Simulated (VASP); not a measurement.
# BAs (F-43m) in VASP: notebook, part 2 of 2

VASP 6.6.1. The steps go on from the part before.

### 3 Dielectric tensor, BLYP

INCAR

```
PREC = Accurate ; ENCUT = 520
EDIFF = 1E-8 ; ISMEAR = 0
SIGMA = 0.01 ; LREAL = False
LASPH = True ; NELM = 60
ALGO = Normal ; ISIF = 2
LWAVE = False ; LCHARG = False
GGA = B5 ; ALDAX = 1.0
AGGAX = 1.0 ; AGGAC = 1.0
ALDAC = 0.0 ; LEPSILON = True
```

KPOINTS

```
regular mesh
0
Gamma
  10 10 10
```

POSCAR

```
BAs
1.0
    0.0000000000      2.3885000000      2.3885000000
    2.3885000000      0.0000000000      2.3885000000
    2.3885000000      2.3885000000      0.0000000000
As B
1 1
Direct
    0.7500000000      0.7500000000      0.7500000000
    0.0000000000      0.0000000000      0.0000000000
```

Potentials or basis: VASP PAW PBE potentials, release 64 (As, B).

Command:

```console
cat potpaw_PBE.64/As/POTCAR potpaw_PBE.64/B/POTCAR > POTCAR
mpirun -np 1 vasp_std > vasp.out
```

OUTCAR:

```text
PREC = Accurate
   ENCUT = 520
   EDIFF = 1E-8
   ISMEAR = 0
   LREAL = False
   LASPH = True
   NELM = 60
   ISIF = 2
   GGA = B5
   LEPSILON = True

 ion  position               nearest neighbor table
   1  0.750  0.750  0.750-   2 2.07   2 2.07   2 2.07   2 2.07
   2  0.000  0.000  0.000-   1 2.07   1 2.07   1 2.07   1 2.07

  LATTYP: Found a face centered cubic cell.
 ALAT       =     4.7770000000

  Lattice vectors:

 A1 = (   0.0000000000,   2.3885000000,   2.3885000000)
 A2 = (   2.3885000000,   0.0000000000,   2.3885000000)
 A3 = (   2.3885000000,   2.3885000000,   0.0000000000)

Analysis of symmetry for initial positions (statically):
=====================================================================
 Subroutine PRICEL returns:
 Original cell was already a primitive cell.

 Routine SETGRP: Setting up the symmetry group for a
 face centered cubic supercell.

 Subroutine GETGRP returns: Found 24 space group operations
 (whereof 24 operations were pure point group operations)
 out of a pool of 48 trial point group operations.

The static configuration has the point symmetry T_d .

Analysis of symmetry for dynamics (positions and initial velocities):
=====================================================================
 Subroutine PRICEL returns:
 Original cell was already a primitive cell.

 Routine SETGRP: Setting up the symmetry group for a
 face centered cubic supercell.

 Subroutine GETGRP returns: Found 24 space group operations
 (whereof 24 operations were pure point group operations)
 out of a pool of 48 trial point group operations.

The dynamic configuration has the point symmetry T_d .

 Subroutine INISYM returns: Found 24 space group operations
 (whereof 24 operations are pure point group operations),
 and found     1 'primitive' translations

----------------------------------------------------------------------------------------

                                     Primitive cell

  volume of cell :      27.2525

  direct lattice vectors                    reciprocal lattice vectors
     0.000000000  2.388500000  2.388500000    -0.209336404  0.209336404  0.209336404
     2.388500000  0.000000000  2.388500000     0.209336404 -0.209336404  0.209336404
     2.388500000  2.388500000  0.000000000     0.209336404  0.209336404 -0.209336404

  length of vectors
     3.377849094  3.377849094  3.377849094     0.362581287  0.362581287  0.362581287

  position of ions in fractional coordinates (direct lattice)
     0.750000000  0.750000000  0.750000000
     0.000000000  0.000000000  0.000000000

  ion indices of the primitive-cell ions
   primitive index   ion index
                 1           1
                 2           2

----------------------------------------------------------------------------------------

 KPOINTS: regular mesh

Automatic generation of k-mesh.
[... 372 lines left out ...]
      2       0.1134      2.00000
      3       2.6274      2.00000
      4       3.0942      2.00000
      5       8.4145      0.00000
      6      10.1388      0.00000
      7      15.3699      0.00000
      8      15.5933      0.00000

 [... further k-points ...]

  FORCE on cell =-STRESS in cart. coord.  units (eV):
  Direction    XX          YY          ZZ          XY          YZ          ZX
  --------------------------------------------------------------------------------------
  -------------------------------------------------------------------------------------
  Total        1.4778833      1.4778833      1.4778833      0.0000000      0.0000000     -0.0000000
  in kB       86.8850364     86.8850364     86.8850364      0.0000000      0.0000000     -0.0000000
  external PRESSURE =      86.8850364 kB  Pullay stress =       0.0000000 kB

 VOLUME and BASIS-vectors are now :
 -----------------------------------------------------------------------------
  energy-cutoff  :      520.00
  volume of cell :       27.25
      direct lattice vectors                 reciprocal lattice vectors
     0.000000000  2.388500000  2.388500000    -0.209336404  0.209336404  0.209336404
     2.388500000  0.000000000  2.388500000     0.209336404 -0.209336404  0.209336404
     2.388500000  2.388500000  0.000000000     0.209336404  0.209336404 -0.209336404

 POSITION                                       TOTAL-FORCE (eV/Angst)
 -----------------------------------------------------------------------------------
      3.58275      3.58275      3.58275        -0.000000     -0.000000     -0.000000
      0.00000      0.00000      0.00000         0.000000      0.000000      0.000000
 -----------------------------------------------------------------------------------
    total drift:                                0.000000      0.000000      0.000000

  FREE ENERGIE OF THE ION-ELECTRON SYSTEM (eV)
  ---------------------------------------------------
  free  energy   TOTEN  =       -10.0232161360 eV

  energy  without entropy=      -10.0232161360  energy(sigma->0) =      -10.02321614

 HEAD OF MICROSCOPIC STATIC DIELECTRIC TENSOR (INDEPENDENT PARTICLE, excluding Hartree and local field effects)
 ------------------------------------------------------
           9.722201     0.000000     0.000000
           0.000000     9.722201     0.000000
           0.000000    -0.000000     9.722201
 ------------------------------------------------------

 Free energy of the ion-electron system (eV)
  ---------------------------------------------------
  ---------------------------------------------------
  free energy    TOTEN  =        -0.70775709 eV

  energy without entropy =       -0.70775709

------------------------ aborting loop because EDIFF is reached ----------------------------------------

--------------------------------------- Ionic step        2  -------------------------------------------

------------------------ aborting loop because EDIFF is reached ----------------------------------------

--------------------------------------- Ionic step        3  -------------------------------------------

 Free energy of the ion-electron system (eV)
  ---------------------------------------------------
  ---------------------------------------------------
  free energy    TOTEN  =        -0.70775737 eV

  energy without entropy =       -0.70775737

------------------------ aborting loop because EDIFF is reached ----------------------------------------

 PIEZOELECTRIC TENSOR FIELD DIRECTION 3  (e Angst)
 -----------------------------------------------------------------------------
    -0.00039 -0.10074  0.00000           ( -0.00000 -0.10186  0.00000)
    -0.10074 -0.00039  0.00000           ( -0.10186 -0.00000  0.00000)
     0.00000  0.00000  0.00000           (  0.00000  0.00000 -0.00000)

 PIEZOELECTRIC TENSOR FIELD DIRECTION 3  (C/m^2)
 -----------------------------------------------------------------------------
    -0.00023 -0.05922  0.00000
    -0.05922 -0.00023  0.00000
     0.00000  0.00000  0.00000

 MACROSCOPIC STATIC DIELECTRIC TENSOR (including local field effects in DFT)
 ------------------------------------------------------
           9.526131     0.000000    -0.000000
           0.000000     9.526131     0.000000
           0.000000     0.000000     9.526131
 ------------------------------------------------------

 PIEZOELECTRIC TENSOR (including local field effects)  for field in x, y, z        (e  Angst)
          XX          YY          ZZ          XY          YZ          ZX
  --------------------------------------------------------------------------------
  x    -0.00000     0.00000     0.00000     0.00000    -0.09492     0.00000
  y    -0.00000    -0.00000    -0.00000     0.00000     0.00000    -0.09492
  z     0.00000     0.00000     0.00000    -0.09492     0.00000     0.00000

 PIEZOELECTRIC TENSOR (including local field effects)  for field in x, y, z        (C/m^2)
          XX          YY          ZZ          XY          YZ          ZX
  --------------------------------------------------------------------------------
  x    -0.00000     0.00000     0.00000     0.00000    -0.05581     0.00000
  y    -0.00000    -0.00000    -0.00000     0.00000     0.00000    -0.05581
  z     0.00000     0.00000     0.00000    -0.05581     0.00000     0.00000

 BORN EFFECTIVE CHARGES (including local field effects) (in |e|, cummulative output)
 ---------------------------------------------------------------------------------
 ion    1
    1     0.48471    -0.00000     0.00000
    2     0.00000     0.48471     0.00000
    3    -0.00000     0.00000     0.48471
 ion    2
    1    -0.48471     0.00000    -0.00000
    2    -0.00000    -0.48471    -0.00000
    3     0.00000    -0.00000    -0.48471
```

OSZICAR:

```text
N       E                     dE             d eps       ncg     rms          rms(c)
DAV:   1     0.149794324730E+02    0.14979E+02   -0.40725E+03   760   0.894E+02
DAV:   2    -0.103653172608E+02   -0.25345E+02   -0.24244E+02  1144   0.110E+02
DAV:   3    -0.107672087514E+02   -0.40189E+00   -0.40189E+00   864   0.178E+01
DAV:   4    -0.107677943559E+02   -0.58560E-03   -0.58560E-03  1096   0.758E-01
[... 12 lines left out ...]
RMM:   7    -0.707755814863E+00   -0.34799E-03   -0.26336E-06  4364   0.171E-02    0.736E-04
RMM:   8    -0.707759204069E+00   -0.33892E-05   -0.27672E-08  4776   0.125E-03    0.211E-04
RMM:   9    -0.707758569598E+00    0.63447E-06   -0.35942E-09  4485   0.880E-04    0.314E-05
RMM:  10    -0.707757357606E+00    0.12120E-05   -0.67279E-09  3719   0.100E-04    0.173E-05
RMM:  11    -0.707757374247E+00   -0.16641E-07   -0.25566E-09  2484   0.531E-05    0.131E-06
```

stdout:

```text
POSCAR found type information on POSCAR AsB
 POSCAR found :  2 types and       2 ions
 scaLAPACK will be used
 -----------------------------------------------------------------------------
|                                                                             |
|                                                                             |
|     You enforced a specific xc type in the INCAR file but a different       |
[... 28 lines left out ...]
  Direction:   1
 dielectric tensor                  component  1 :     9.526     2.338     1.393
 Linear response to external field, progress :
  Direction:   2
 dielectric tensor                  component  2 :     2.111     9.526     1.260
 Linear response to external field, progress :
  Direction:   3
 dielectric tensor                  component  3 :     1.690     2.042     9.526
 Born effective charges drift removed
```

It took 4.4 min on 1 thread of Intel Xeon Platinum 8259CL at 2.50GHz (Skylake/Cascade Lake), shared host; peak memory 0.25 GiB.

What came out:

```yaml
Band_gap_on_the_k_mesh: 1.41 eV, indirect (least direct gap 3.37 eV)
Electronic_dielectric_tensor_diagonal: 9.53
Born_charges_mean_of_the_diagonal: As +0.48; B -0.48 e
```

Electronic dielectric tensor:
```
9.53 0.00 0.00
0.00 9.53 0.00
0.00 0.00 9.53
```

Born effective charge tensors (e):
atom 1, As
```
0.48 0.00 0.00
0.00 0.48 0.00
0.00 0.00 0.48
```
atom 2, B
```
-0.48  0.00  0.00
 0.00 -0.48  0.00
 0.00  0.00 -0.48
```

Caveat: the PAW data sets were made with another functional, which shifts forces and pressure a little. A k mesh can miss the band edges.

### 4 Vibrations by perturbation theory, LDA

INCAR

```
PREC     = Accurate       # precision mode
ENCUT    = 520            # plane-wave cutoff, eV
EDIFF    = 1E-8           # SCF threshold, eV
ISMEAR   = -1             # smearing method
SIGMA    = 0.05           # smearing width, eV
LREAL    = F              # projectors in reciprocal space
LASPH    = T              # aspherical terms in the spheres
NELM     = 60             # most SCF steps
ALGO     = Normal         # electronic algorithm
ISIF     = 2              # what is computed and relaxed
LWAVE    = F              # write WAVECAR
LCHARG   = F              # write CHGCAR
GGA      = CA             # functional
IBRION   = 8              # ionic algorithm
NSW      = 1              # ionic steps
```

KPOINTS

```
regular mesh
0
Gamma
  7 7 7
```

POSCAR is that of step 3.

Potentials or basis: VASP PAW LDA potentials, release 64 (As, B).

Command:

```console
cat potpaw_LDA.64/As/POTCAR potpaw_LDA.64/B/POTCAR > POTCAR
mpirun -np 1 vasp_std > vasp.out
```

OUTCAR:

```text
PREC = Accurate
   ENCUT = 520
   EDIFF = 1E-8
   ISMEAR = -1
   LREAL = F
   LASPH = T
   NELM = 60
   ISIF = 2
   GGA = CA
   IBRION = 8
   NSW = 1

 ion  position               nearest neighbor table
   1  0.750  0.750  0.750-   2 2.07   2 2.07   2 2.07   2 2.07
   2  0.000  0.000  0.000-   1 2.07   1 2.07   1 2.07   1 2.07

  LATTYP: Found a face centered cubic cell.
 ALAT       =     4.7770000000

  Lattice vectors:

[... 468 lines left out ...]
               1X          1Y          1Z          2X          2Y          2Z
  1X   -16.335558    0.000000    0.000000   16.335558    0.000000    0.000000
  1Y     0.000000  -16.335558    0.000000    0.000000   16.335558    0.000000
  1Z     0.000000    0.000000  -16.335558    0.000000    0.000000   16.335558
  2X    16.340132    0.000000    0.000000  -16.340132    0.000000    0.000000
  2Y     0.000000   16.340132    0.000000    0.000000  -16.340132    0.000000
  2Z     0.000000    0.000000   16.340132    0.000000    0.000000  -16.340132

 Eigenvectors and eigenvalues of the dynamical matrix
 ----------------------------------------------------

   1 f  =   20.559248 THz   129.177567 2PiTHz  685.782706 cm-1    85.026181 meV
             X         Y         Z           dx          dy          dz
      3.582750  3.582750  3.582750     0.000000    0.355063    0.000000
      0.000000  0.000000  0.000000     0.000000   -0.934842    0.000000
[... 21 lines left out ...]
   6 f/i=    0.000955 THz     0.006001 2PiTHz    0.031860 cm-1     0.003950 meV
             X         Y         Z           dx          dy          dz
      3.582750  3.582750  3.582750     0.000000    0.000000    0.934842
      0.000000  0.000000  0.000000     0.000000    0.000000    0.355063

--------------------------------------------------------------------------------------------------------

 ELASTIC MODULI CONTR FROM IONIC RELAXATION (kBar)
 Direction    XX          YY          ZZ          XY          YZ          ZX
 --------------------------------------------------------------------------------
 XX          -0.0000      0.0000      0.0000      0.0000     -0.0000      0.0000
 YY           0.0000     -0.0000      0.0000      0.0000      0.0000      0.0000
 ZZ           0.0000      0.0000     -0.0000     -0.0000      0.0000      0.0000
 XY           0.0000      0.0000     -0.0000   -154.4857      0.0000      0.0000
 YZ          -0.0000      0.0000      0.0000      0.0000   -154.4857      0.0000
 ZX           0.0000      0.0000      0.0000      0.0000      0.0000   -154.4857
 --------------------------------------------------------------------------------
```

stdout:

```text
POSCAR found type information on POSCAR AsB
 POSCAR found :  2 types and       2 ions
 scaLAPACK will be used
 LDA part: xc-table for (Slater(with rela. corr.)+CA(PZ))
 , standard interpolation
 POSCAR, INCAR and KPOINTS ok, starting setup
 FFT: planning ... GRIDC
 FFT: planning ... GRID_SOFT
 FFT: planning ... GRID
 WAVECAR not read
 entering main loop
 Linear response reoptimize wavefunctions to high precision
 Linear response DOF=           2
 Linear response progress:
 first order change of Fermi-energy   0.70332E-04
 force on displaced ion       1 direction 1 : -16.336   0.000   0.000
 Linear response progress:
 first order change of Fermi-energy   0.15743E-03
 force on displaced ion       2 direction 1 : -16.340  -0.000  -0.000
 Linear response finished
```

It took 31 s on 1 thread of Intel Xeon Platinum 8488C (Sapphire Rapids), shared host; peak memory 0.18 GiB.

What came out:

| Item | Value |
| --- | --- |
| Highest phonon frequency at Γ, LO-TO splitting left out | 686 cm⁻¹ |

Phonon frequencies in cm⁻¹ (negative: imaginary):
| q point | frequencies |
| --- | --- |
| (0.000, 0.000, 0.000) | 0 0 0 686 686 686 |

Caveat: the cell wasn't relaxed at this level first, which shifts response properties.

### 5 Dielectric tensor, LDA

INCAR

```
ALGO = Normal
EDIFF = 1E-8
ENCUT = 520
GGA = CA
ISIF = 2
ISMEAR = 0
LASPH = T
LCHARG = F
LEPSILON = T
LREAL = F
LWAVE = F
NELM = 80
PREC = Accurate
SIGMA = 0.01
```

KPOINTS

```
k-points
0
Gamma
  10 10 10
```

POSCAR is that of step 4.

Potentials or basis: VASP PAW LDA potentials, release 64 (As, B).

Command:

```console
cat potpaw_LDA.64/As/POTCAR potpaw_LDA.64/B/POTCAR > POTCAR
mpirun -np 1 vasp_std > vasp.out
```

OUTCAR:

```text
EDIFF = 1E-8
   ENCUT = 520
   GGA = CA
   ISIF = 2
   ISMEAR = 0
   LASPH = T
   LEPSILON = T
   LREAL = F
   NELM = 80
   PREC = Accurate

 ion  position               nearest neighbor table
   1  0.750  0.750  0.750-   2 2.07   2 2.07   2 2.07   2 2.07
   2  0.000  0.000  0.000-   1 2.07   1 2.07   1 2.07   1 2.07

  LATTYP: Found a face centered cubic cell.
 ALAT       =     4.7770000000

  Lattice vectors:

 A1 = (   0.0000000000,   2.3885000000,   2.3885000000)
 A2 = (   2.3885000000,   0.0000000000,   2.3885000000)
 A3 = (   2.3885000000,   2.3885000000,   0.0000000000)
[... 509 lines left out ...]

 PIEZOELECTRIC TENSOR FIELD DIRECTION 3  (C/m^2)
 -----------------------------------------------------------------------------
    -0.00023 -0.08593  0.00000
    -0.08593 -0.00023  0.00000
     0.00000  0.00000 -0.00002

 MACROSCOPIC STATIC DIELECTRIC TENSOR (including local field effects in DFT)
 ------------------------------------------------------
           9.850356    -0.000000    -0.000000
          -0.000000     9.850356    -0.000000
           0.000000    -0.000000     9.850356
 ------------------------------------------------------

 PIEZOELECTRIC TENSOR (including local field effects)  for field in x, y, z        (e  Angst)
          XX          YY          ZZ          XY          YZ          ZX
  --------------------------------------------------------------------------------
  x     0.00000     0.00000     0.00000     0.00000    -0.14028     0.00000
  y     0.00000    -0.00000    -0.00000     0.00000     0.00000    -0.14028
  z     0.00000    -0.00000     0.00000    -0.14028     0.00000     0.00000

 PIEZOELECTRIC TENSOR (including local field effects)  for field in x, y, z        (C/m^2)
          XX          YY          ZZ          XY          YZ          ZX
  --------------------------------------------------------------------------------
  x     0.00000     0.00000     0.00000     0.00000    -0.08247     0.00000
  y     0.00000    -0.00000    -0.00000     0.00000     0.00000    -0.08247
  z     0.00000    -0.00000     0.00000    -0.08247     0.00000     0.00000

 BORN EFFECTIVE CHARGES (including local field effects) (in |e|, cummulative output)
 ---------------------------------------------------------------------------------
 ion    1
    1     0.49310     0.00000     0.00000
    2     0.00000     0.49310     0.00000
    3    -0.00000     0.00000     0.49310
 ion    2
    1    -0.49310     0.00000    -0.00000
    2     0.00000    -0.49310    -0.00000
    3     0.00000    -0.00000    -0.49310
```

Wall time 2.1 min (1 thread of Intel Xeon Platinum 8488C (Sapphire Rapids), shared host); peak memory 0.23 GiB.

Results:

```yaml
Band_gap_on_the_k_mesh: 1.12 eV, indirect (least direct gap 3.25 eV)
Electronic_dielectric_tensor_diagonal: 9.85
Born_charges_mean_of_the_diagonal: As +0.49; B -0.49 e
```

Electronic dielectric tensor:
```
9.85 0.00 0.00
0.00 9.85 0.00
0.00 0.00 9.85
```

Born effective charge tensors (e):
atom 1, As
```
0.49 0.00 0.00
0.00 0.49 0.00
0.00 0.00 0.49
```
atom 2, B
```
-0.49  0.00  0.00
 0.00 -0.49  0.00
 0.00  0.00 -0.49
```

A k mesh can miss the band edges.

### 6 Summary

```tsv
task	level	potentials or basis	k mesh	smearing	gap on the mesh (eV)
dielectric tensor	PBEsol	VASP PAW PBE potentials, release 64 (As, B)	10 × 10 × 10	gaussian 0.01 eV	1.08
dielectric tensor	BLYP	VASP PAW PBE potentials, release 64 (As, B)	10 × 10 × 10	gaussian 0.01 eV	1.41
vibrations by perturbation theory	LDA	VASP PAW LDA potentials, release 64 (As, B)	7 × 7 × 7	fermi-dirac 0.05 eV	-
dielectric tensor	LDA	VASP PAW LDA potentials, release 64 (As, B)	10 × 10 × 10	gaussian 0.01 eV	1.12
```

Alike in all rows: no spin polarisation; cell as given; cutoff (eV) 520.

Caveats: the PAW data sets were made with another functional, which shifts forces and pressure a little (some runs); the cell wasn't relaxed at this level first, which shifts response properties (some runs).

Absolute energies hang on the potentials; compare differences alone.
